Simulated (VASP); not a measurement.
A run of VASP 6.6.1:

INCAR

```
PREC = Accurate ; ENCUT = 500
EDIFF = 1E-6 ; ISMEAR = 0
SIGMA = 0.05 ; LREAL = False
LASPH = True ; NELM = 120
ALGO = Normal ; ISIF = 2
LWAVE = False ; LCHARG = True
LELF = True ; LVHAR = True
NBANDS = 17 ; GGA_COMPAT = False
```

KPOINTS

```
regular mesh
0
Gamma
  8 8 8
```

Contents of POSCAR:

```
SnSe
1.0
    0.0000000000      2.9851540896      2.9851540896
    2.9851540896      0.0000000000      2.9851540896
    2.9851540896      2.9851540896      0.0000000000
Sn Se
1 1
Direct
    0.0000000000      0.0000000000      0.0000000000
    0.5000000000      0.5000000000      0.5000000000
```

Potentials or basis: VASP PAW LDA potentials, release 64 (Sn_d, Se).

Launch:

```bash
$ cat potpaw_LDA.64/Sn_d/POTCAR potpaw_LDA.64/Se/POTCAR > POTCAR
$ mpirun -np 1 vasp_std > vasp.out
```

Hardware: 1 thread of Intel(R) Xeon(R) Platinum 8259CL CPU @ 2.50GHz (Skylake/Cascade Lake) (shared host).

Question: Estimate the wall time of this run.

Answer: Run time: 15 s on 1 thread of Intel(R) Xeon(R) Platinum 8259CL CPU @ 2.50GHz (Skylake/Cascade Lake), with other jobs on the host, peak memory 0.16 GiB. Counts: scf iterations 11, k points 29.
